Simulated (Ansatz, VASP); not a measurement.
K: VASP beside Ansatz

```
CELL_PARAMETERS angstrom
4.77068 0.00000 0.00000
-2.38534 4.13153 0.00000
0.00000 0.00000 7.79212
ATOMIC_POSITIONS crystal
K 0.33333 0.66667 0.75000
K 0.66667 0.33333 0.25000
```

Alike in both runs: task single point; functional r2SCAN; k mesh 10 × 10 × 6; occupations gaussian, width 0.05 eV; no spin polarisation.

|  | VASP | Ansatz |
| --- | --- | --- |
| version | VASP 6.6.1 | Ansatz 0.2.0 |
| potentials or method | VASP PAW PBE potentials, release 64 (K_sv), cutoff 520 eV | scalar-relativistic, plane waves, PAW |
| valence electrons in the cell | 18 | 18 |

|  | VASP | Ansatz | Ansatz less VASP |
| --- | --- | --- | --- |
| pressure (GPa) | 0.0 | 0.0 | +0.02 |
| traceless stress, the component that is largest in VASP (GPa) | -0.06 | -0.06 | 0.000 |

VASP's potentials were made for PBE, not for r2SCAN.
